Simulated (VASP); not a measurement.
A run of VASP 6.6.1:

The input INCAR:

```
  PREC = Accurate
  ENCUT = 520
  EDIFF = 1E-6
  ISMEAR = -1
  SIGMA = 0.02
  LREAL = False
  LASPH = True
  NELM = 80
  ALGO = Normal
  ISIF = 2
  LWAVE = False
  LCHARG = False
  GGA = PE
  IBRION = 2
  NSW = 80
  EDIFFG = -0.02
```

Contents of KPOINTS:

```
regular mesh
0
Gamma
  9 9 9
```

The input POSCAR:

```
BeTe
1.0
    0.0000000000      2.7700000000      2.7700000000
    2.7700000000      0.0000000000      2.7700000000
    2.7700000000      2.7700000000      0.0000000000
Be Te
1 1
Direct
    0.0000000000      0.0000000000      0.0000000000
    0.2500000000      0.2500000000      0.2500000000
```

Potentials or basis: VASP PAW PBE potentials, release 64 (Be, Te).

Run with:

```bash
$ cat potpaw_PBE.64/Be/POTCAR potpaw_PBE.64/Te/POTCAR > POTCAR
$ mpirun -np 1 vasp_std > vasp.out
```

Hardware: 1 thread of Intel(R) Xeon(R) Platinum 8259CL CPU @ 2.50GHz (Skylake/Cascade Lake) (shared host).

Question: Estimate the wall time of this run.

Answer: Run time: 13 s on 1 thread of Intel(R) Xeon(R) Platinum 8259CL CPU @ 2.50GHz (Skylake/Cascade Lake), with other jobs on the host, peak memory 0.17 GiB. Counts: scf iterations 13, k points 35, ion steps 1.
